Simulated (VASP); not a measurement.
# TaN (P-62m) in VASP: further runs

The runs below take TaN through relaxation of cell and atoms, single point, with r2SCAN.

Everything below comes from runs of VASP 6.6.1. Logs are shortened: lines on timing, memory, paths and dates and some standing lists are left out, and cuts for length are marked.

### 1 The cell of the first run

It takes space group P-62m (No. 189, hexagonal). Conventional cell: a = 5.249 Å, b = 5.249 Å, c = 2.938 Å, α = 90.00°, β = 90.00°, γ = 120.00°. Within 3.1 Å of Ta (site symmetry -6) lie 6 N at 2.18 Å and 5 Ta at 2.94 to 3.03 Å. Ta (site symmetry -62m) has 3 N at 2.06 Å within 2.7 Å. Within 3.0 Å of N (site symmetry m2m) lie 5 Ta at 2.06 to 2.18 Å and 6 N at 2.80 to 2.94 Å.

### 2 Relaxation of cell and atoms, r2SCAN, target pressure -3 GPa, at which the enthalpy is minimised

Contents of POSCAR:

```
TaN
1.0
    5.2488603537      0.0000000000      0.0000000000
   -2.6244301768      4.5456464072      0.0000000000
    0.0000000000      0.0000000000      2.9379147977
Ta N
3 3
Direct
    0.3333333333      0.6666666667      0.5000000000
    0.6666666667      0.3333333333      0.5000000000
    0.0000000000      0.0000000000      0.0000000000
    0.3924063645      0.0000000000      0.0000000000
    0.6075936355      0.6075936355      0.0000000000
    0.0000000000      0.3924063645      0.0000000000
```

Contents of INCAR.step1:

```
SYSTEM = TaN
  PREC = Accurate
  ENCUT = 600
  ISMEAR = 0
  SIGMA = 0.1
  LREAL = .False.
  LASPH = .True.
  NELM = 100
  GGA = PE
  ALGO = Normal
  EDIFF = 1E-4
  LWAVE = .True.
  LCHARG = .False.
  LUSENCCL = .False.
```

Contents of INCAR.step2:

```
SYSTEM = TaN
  PREC = Accurate
  ENCUT = 600
  EDIFF = 1E-6
  ISMEAR = 0
  SIGMA = 0.1
  LREAL = .False.
  LASPH = .True.
  NELM = 100
  ALGO = Normal
  ISIF = 3
  LWAVE = .False.
  LCHARG = .False.
  METAGGA = R2SCAN
  LMIXTAU = .True.
  IBRION = 2
  NSW = 70
  EDIFFG = -0.008
  PSTRESS = -30.0
  ISTART = 1
  LUSENCCL = .False.
```

Contents of KPOINTS:

```
regular mesh
0
Gamma
  12 12 12
  0 0 0
```

Potentials or basis: VASP PAW PBE potentials, release 64 (Ta_pv, N).

Started as:

```console
cat potpaw_PBE.64/Ta_pv/POTCAR potpaw_PBE.64/N/POTCAR > POTCAR
cp INCAR.step1 INCAR
mpirun -np 1 vasp_std > vasp.out
cp INCAR.step2 INCAR
mpirun -np 1 vasp_std > vasp.out
```

OUTCAR:

```text
SYSTEM = TaN
   PREC = Accurate
   ENCUT = 600
   EDIFF = 1E-6
   ISMEAR = 0
   LREAL = .False.
   LASPH = .True.
   NELM = 100
   ISIF = 3
   METAGGA = R2SCAN
   IBRION = 2
   NSW = 70
   EDIFFG = -0.008
   PSTRESS = -30.0
   ISTART = 1

 ion  position               nearest neighbor table
   1  0.333  0.667  0.500-   4 2.18   4 2.18   6 2.18   6 2.18   5 2.18   5 2.18   2 3.03   2 3.03
                             2 3.03   3 3.37   3 3.37   3 3.37   3 3.37   3 3.37   3 3.37
   2  0.667  0.333  0.500-   6 2.18   6 2.18   4 2.18   4 2.18   5 2.18   5 2.18   1 3.03   1 3.03
                             1 3.03   3 3.37   3 3.37   3 3.37   3 3.37   3 3.37   3 3.37
   3  0.000  0.000  0.000-   6 2.06   4 2.06   5 2.06   2 3.37   1 3.37   1 3.37   2 3.37   1 3.37
                             1 3.37   2 3.37   2 3.37   2 3.37   2 3.37   1 3.37   1 3.37
   4  0.392  0.000  0.000-   3 2.06   1 2.18   1 2.18   2 2.18   2 2.18
   5  0.608  0.608  0.000-   3 2.06   2 2.18   2 2.18   1 2.18   1 2.18
   6  0.000  0.392  0.000-   3 2.06   2 2.18   2 2.18   1 2.18   1 2.18

  LATTYP: Found a hexagonal cell.
 ALAT       =     5.2488603537
 C/A-ratio  =     0.5597243210

  Lattice vectors:

 A1 = (   5.2488603537,   0.0000000000,   0.0000000000)
 A2 = (  -2.6244301768,   4.5456464072,   0.0000000000)
 A3 = (   0.0000000000,   0.0000000000,   2.9379147977)

Analysis of symmetry for initial positions (statically):
=====================================================================
 Subroutine PRICEL returns:
 Original cell was already a primitive cell.

 Routine SETGRP: Setting up the symmetry group for a
 hexagonal supercell.

 Subroutine GETGRP returns: Found 12 space group operations
 (whereof 12 operations were pure point group operations)
 out of a pool of 24 trial point group operations.

The static configuration has the point symmetry D_3h.

Analysis of symmetry for dynamics (positions and initial velocities):
=====================================================================
 Subroutine PRICEL returns:
 Original cell was already a primitive cell.

 Routine SETGRP: Setting up the symmetry group for a
 hexagonal supercell.

 Subroutine GETGRP returns: Found 12 space group operations
 (whereof 12 operations were pure point group operations)
 out of a pool of 24 trial point group operations.

The dynamic configuration has the point symmetry D_3h.

 Subroutine INISYM returns: Found 12 space group operations
 (whereof 12 operations are pure point group operations),
 and found     1 'primitive' translations

----------------------------------------------------------------------------------------

                                     Primitive cell

  volume of cell :      70.0971

  direct lattice vectors                    reciprocal lattice vectors
     5.248860354  0.000000000  0.000000000     0.190517547  0.109995357 -0.000000000
    -2.624430177  4.545646407  0.000000000     0.000000000  0.219990714  0.000000000
     0.000000000  0.000000000  2.937914798     0.000000000 -0.000000000  0.340377468

  length of vectors
     5.248860354  5.248860354  2.937914798     0.219990714  0.219990714  0.340377468

  position of ions in fractional coordinates (direct lattice)
     0.333333333  0.666666667  0.500000000
     0.666666667  0.333333333  0.500000000
     0.000000000  0.000000000  0.000000000
     0.392406364  0.000000000  0.000000000
     0.607593636  0.607593636  0.000000000
     0.000000000  0.392406364  0.000000000

  ion indices of the primitive-cell ions
   primitive index   ion index
                 1           1
                 2           2
                 3           3
                 4           4
                 5           5
                 6           6

----------------------------------------------------------------------------------------

 KPOINTS: regular mesh

Automatic generation of k-mesh.
 Grid dimensions read from file:
 generate k-points for:   12   12   12

 Generating k-lattice:

  Cartesian coordinates                     Fractional coordinates (reciprocal lattice)
     0.015876462  0.009166280 -0.000000000     0.083333333 -0.000000000  0.000000000
     0.000000000  0.018332560  0.000000000     0.000000000  0.083333333  0.000000000
     0.000000000 -0.000000000  0.028364789     0.000000000  0.000000000  0.083333333

  Length of vectors
     0.018332560  0.018332560  0.028364789

  Shift w.r.t. Gamma in fractional coordinates (k-lattice)
     0.000000000  0.000000000  0.000000000

 Subroutine IBZKPT returns following result:
 ===========================================

 Found    133 irreducible k-points:

 Following reciprocal coordinates:
            Coordinates               Weight
  0.000000  0.000000  0.000000      1.000000
  0.083333  0.000000  0.000000      6.000000
  0.166667  0.000000  0.000000      6.000000
  0.250000  0.000000  0.000000      6.000000
  0.333333  0.000000  0.000000      6.000000
  0.416667  0.000000  0.000000      6.000000
[... 16 lines left out ...]
  0.250000  0.000000  0.083333     12.000000
  0.333333  0.000000  0.083333     12.000000
 [... further k-points ...]
   k-points           NKPTS =    133   k-points in BZ     NKDIM =    133   number of bands    NBANDS=     28
   number of dos      NEDOS =    301   number of ions     NIONS =      6
   total plane-waves  NPLWV =  42336
   dimension x,y,z NGX =    42 NGY =   42 NGZ =   24
   dimension x,y,z NGXF=    84 NGYF=   84 NGZF=   48
   ions per type =               3   3
   NGX,Y,Z   is equivalent  to a cutoff of  13.30, 13.30, 13.58 a.u.
   NGXF,Y,Z  is equivalent  to a cutoff of  26.61, 26.61, 27.16 a.u.
 SYSTEM =  TaN
   PREC   = accura    normal or accurate (medium, high low for compatibility)
   ISTART =      1    job   : 0-new  1-cont  2-samecut
   ICHARG =      0    charge: 1-file 2-atom 10-const
   ISPIN  =      1    spin polarized calculation?
   LNONCOLLINEAR =      F non collinear calculations
   LSORBIT =      F    spin-orbit coupling
   LASPH  =      T    aspherical Exc in radial PAW
   ENCUT  =  600.0 eV  44.10 Ry    6.64 a.u.  10.48 10.48  5.87*2*pi/ulx,y,z
   NELM   =    100;   NELMIN=  2; NELMDL=  0     # of ELM steps
   EDIFF  = 0.1E-05   stopping-criterion for ELM
   LREAL  =      F    real-space projection
   EDIFFG = -.8E-02   stopping-criterion for IOM
   NSW    =     70    number of steps for IOM
   IBRION =      2    ionic relax: 0-MD 1-quasi-New 2-CG
   NFREE  =      1    steps in history (QN), initial steepest desc. (CG)
   ISIF   =      3    stress and relaxation
   ISYM   =      2    0-nonsym 1-usesym 2-fastsym
   POTIM  = 0.5000    time-step for ionic-motion
   TEBEG  =    0.0;   TEEND  =   0.0 temperature during run
   PSTRESS=  -30.0 pullay stress
   NELECT =      48.0000    total number of electrons
   NUPDOWN=      -1.0000    fix difference up-down
   EMIN   =  10.00;   EMAX   =-10.00  energy-range for DOS
   EFERMI =   0.00;   METHOD = LEGACY
   ISMEAR =     0;   SIGMA  =   0.10  broadening in eV -4-tet -1-fermi 0-gaus
   EFERMI_NEDOS =   21; number of points for ismear=-14 and -15
   IALGO  =     38    algorithm
   IMIX   =      4    mixing-type and parameters
     AMIX     =   0.40;   BMIX     =  1.00
     AMIX_MAG =   1.60;   BMIX_MAG =  1.00
  volume/ion in A,a.u.               =      11.68        78.84
  Fermi-wavevector in a.u.,A,eV,Ry     =   1.442963  2.726805 28.329277  2.082143
  Thomas-Fermi vector in A             =   2.561424
   LORBIT       =      0    0 simple, 1 ext, 2 COOP (PROOUT), +10 PAW based schemes
   METAGGA = R2SCAN    functional components
   LHFCALC =     F    Hartree Fock is set to
   AEXX    =    0.0000 exact exchange contribution
   IVDW    =     0    specifies the selected vdW correction
   LEPSILON=     F    determine dielectric tensor
   LRPA    =     F    only Hartree local field effects (RPA)
 conjugate gradient relaxation of ions
 non-spin polarized calculation
 Gauss-broadening in eV      SIGMA  =   0.10
  energy-cutoff  :      600.00
  volume of cell :       70.10
 maximum number of plane-waves:      2388
 NGX is ok and might be reduce to    42
   NGX = 21   NGY = 21   NGZ = 11

--------------------------------------- Ionic step        1  -------------------------------------------

 number of electron      48.0000000 magnetization

 Free energy of the ion-electron system (eV)
  ---------------------------------------------------
  ext. energy  EPLUGINS =         0.00000000
  ---------------------------------------------------
  free energy    TOTEN  =      -181.27790986 eV

  energy without entropy =     -181.27570158  energy(sigma->0) =     -181.27680572

------------------------ aborting loop because EDIFF is reached ----------------------------------------

  FORCE on cell =-STRESS in cart. coord.  units (eV):
  Direction    XX          YY          ZZ          XY          YZ          ZX
  --------------------------------------------------------------------------------------
  -------------------------------------------------------------------------------------
  Total       -3.1693146     -3.1693146     -3.4083388     -0.0000000     -0.0000000      0.0000000
  in kB      -72.4396053    -72.4396053    -77.9028742     -0.0000000     -0.0000000      0.0000000
  external PRESSURE =     -44.2606949 kB  Pullay stress =     -30.0000000 kB
[... 153 lines left out ...]
  enthalpy is  TOTEN    =      -182.6045931303 eV   P V=       -1.2939259014

--------------------------------------- Ionic step        5  -------------------------------------------

 number of electron      48.0000000 magnetization

 Free energy of the ion-electron system (eV)
  ---------------------------------------------------
  ext. energy  EPLUGINS =         0.00000000
  ---------------------------------------------------
  free energy    TOTEN  =      -181.31050083 eV

  energy without entropy =     -181.30827058  energy(sigma->0) =     -181.30938571

 E-fermi :   8.2322     XC(G=0): -13.8919

 val. band max:        8.2246390500   @ k =   0.0833   0.0000   0.3333
 cond. band min:       8.2605655727   @ k =   0.1667   0.0000   0.0000
 fundamental gap:      0.0359265227
 Fermi energy:         8.2321709768

 k-point     1 :       0.0000    0.0000    0.0000
  band No.  band energies     occupation
      1     -29.4401      2.00000
      2     -29.4401      2.00000
      3     -29.0872      2.00000
      4     -29.0872      2.00000
      5     -28.9149      2.00000
      6     -28.8110      2.00000
[... 733 lines left out ...]
     27      10.0440      0.00000
     28      10.2938      0.00000

 [... further k-points ...]

------------------------ aborting loop because EDIFF is reached ----------------------------------------

  FORCE on cell =-STRESS in cart. coord.  units (eV):
  Direction    XX          YY          ZZ          XY          YZ          ZX
  --------------------------------------------------------------------------------------
  -------------------------------------------------------------------------------------
  Total       -1.2737266     -1.2737266     -1.2756132     -0.0000000     -0.0000000      0.0000000
  in kB      -29.5262467    -29.5262467    -29.5699811     -0.0000000     -0.0000000      0.0000000
  external PRESSURE =       0.4591752 kB  Pullay stress =     -30.0000000 kB
[... 21 lines left out ...]
  FREE ENERGIE OF THE ION-ELECTRON SYSTEM (eV)
  ---------------------------------------------------
  free  energy   TOTEN  =      -181.3105008338 eV

  energy  without entropy=     -181.3082705769  energy(sigma->0) =     -181.30938571

  enthalpy is  TOTEN    =      -182.6046645615 eV   P V=       -1.2941637277

 reached required accuracy - stopping structural energy minimisation
```

Wall time 7.5 min (1 × NVIDIA H100 80GB with 1 thread of AMD EPYC 7R13 (Zen 3), shared host); peak memory 1.4 GiB.

What came out:

* Free energy: -181.3105 eV
* Relaxed volume: 11.52 Å³/atom
* Relaxed cell: a = 5.226 Å, b = 5.226 Å, c = 2.922 Å, α = 90.00°, β = 90.00°, γ = 120.00°
* Space group after relaxing (to 0.1 Å): P-62m (No. 189)
* Energy change on relaxing (the run minimises the enthalpy): -5.4 meV/atom
* Ionic steps: 5
* Pressure after relaxing: -3.0 GPa
* Largest force after relaxing: 0.005 eV/Å
* Band gap on the k mesh: zero (bands 24 and 25 overlap by 3.22 eV)

Forces in eV/Å, atoms in the order of the input:
```
Ta   0.000  0.000  0.000
Ta   0.000  0.000  0.000
Ta   0.000  0.000  0.000
N   -0.005  0.000  0.000
N    0.003  0.005  0.000
N    0.003 -0.005  0.000
```

The path:
```
step  energy change (eV)  largest force (eV/Å)  pressure (GPa)  volume (Å³)
   1              0.0000                0.1181           -7.43        70.10
   2              0.0049                0.2016            8.52        66.87
   3             -0.0324                0.0276           -3.03        69.12
   4             -0.0328                0.0268           -2.94        69.10
   5             -0.0326                0.0055           -2.95        69.12
```

Final structure:
```
CELL_PARAMETERS angstrom
5.22599 0.00000 0.00000
-2.61300 4.52584 0.00000
0.00000 0.00000 2.92220
ATOMIC_POSITIONS crystal
Ta 0.33333 0.66667 0.50000
Ta 0.66667 0.33333 0.50000
Ta 0.00000 0.00000 0.00000
N 0.39187 0.00000 0.00000
N 0.60813 0.60813 0.00000
N 0.00000 0.39187 0.00000
```

Caveat: the cell is relaxed towards a set pressure, so the run minimises the enthalpy, not the energy; the PAW data sets were made with another functional, which shifts forces and pressure a little; spin-orbit coupling is left out, which moves the levels of the heavy elements.

### 3 Single point, r2SCAN (strain along c alone, the other axes held: -3.0 %, then relaxed in part)

Contents of POSCAR:

```
TaN
1.0
    5.1996298253      0.0000000000      0.0000000000
   -2.5998149126      4.5030115190      0.0000000000
    0.0000000000      0.0000000000      2.8230484954
Ta N
3 3
Direct
    0.3333333333      0.6666666667      0.5000000000
    0.6666666667      0.3333333333      0.5000000000
    0.0000000000      0.0000000000      0.0000000000
    0.3920947177      0.0000000000      0.0000000000
    0.6079052823      0.6079052823      0.0000000000
    0.0000000000      0.3920947177      0.0000000000
```

Contents of INCAR.step1:

```
ALGO = Normal ; EDIFF = 1E-5
ENCUT = 770 ; GGA = PE
GGA_COMPAT = False ; ISMEAR = 0
LASPH = True ; LCHARG = False
LREAL = False ; LWAVE = True
NBANDS = 36 ; NELM = 120
PREC = Accurate ; SIGMA = 0.1
```

Contents of INCAR.step2:

```
ALGO = Normal ; EDIFF = 1E-6
ENCUT = 770 ; GGA_COMPAT = False
ISIF = 2 ; ISMEAR = 0
ISTART = 1 ; LASPH = True
LCHARG = False ; LMIXTAU = True
LREAL = False ; LWAVE = False
METAGGA = R2SCAN ; NBANDS = 36
NELM = 120 ; PREC = Accurate
SIGMA = 0.1
```

Contents of KPOINTS:

```
k-points
0
Gamma
  12 12 12
```

Potentials or basis: VASP PAW PBE potentials, release 64 (Ta_sv_GW, N).

Started as:

```console
cat potpaw_PBE.64/Ta_sv_GW/POTCAR potpaw_PBE.64/N/POTCAR > POTCAR
cp INCAR.step1 INCAR
mpirun -np 1 vasp_std > vasp.out
cp INCAR.step2 INCAR
mpirun -np 1 vasp_std > vasp.out
```

Wall time 22 min (1 thread of Intel Xeon 6975P-C (Granite Rapids), shared host); peak memory 0.61 GiB.

The run converged. Its results:

```
Free energy            : -188.8386 eV
Pressure               : 11.7 GPa
Largest force          : 0.008 eV/Å
Band gap on the k mesh : zero (bands 27 and 28 overlap by 3.30 eV)
```

Forces in eV/Å, atoms in the order of the input:
```
Ta   0.000  0.000  0.000
Ta   0.000  0.000  0.000
Ta   0.000  0.000  0.000
N    0.008  0.000  0.000
N   -0.004 -0.007  0.000
N   -0.004  0.007  0.000
```

Stress tensor (GPa, compression positive):
```
 5.98  0.00  0.00
 0.00  5.98  0.00
 0.00  0.00 23.24
```

Levels at points of the mesh, in eV from the Fermi level:
```tsv
k point	band 23	band 24	band 25	band 26	band 27	band 28	band 29	band 30	band 31	band 32
(0.00, 0.00, 0.00)	-5.65	-4.77	-3.54	-2.41	-1.19	-1.19	0.95	0.95	1.39	2.24
(0.50, 0.00, 0.00)	-4.84	-4.59	-4.43	-3.28	-3.03	1.47	2.00	2.09	2.50	2.80
(0.00, 0.00, 0.50)	-5.09	-4.80	-3.21	-3.21	1.84	1.84	2.28	2.28	2.39	3.46
(0.50, 0.00, 0.50)	-5.17	-4.59	-3.60	-2.12	-1.28	0.46	1.49	3.32	3.43	3.62
```

Caveat: the cell differs from its parent crystal (strain along c alone, the other axes held: -3.0 %, then relaxed in part); the stress differs along the axes, from 6 to 23 GPa; the PAW data sets were made with another functional, which shifts forces and pressure a little; spin-orbit coupling is left out, which moves the levels of the heavy elements.

The gap in the log of VASP goes by the Fermi energy; the results here count the filled bands.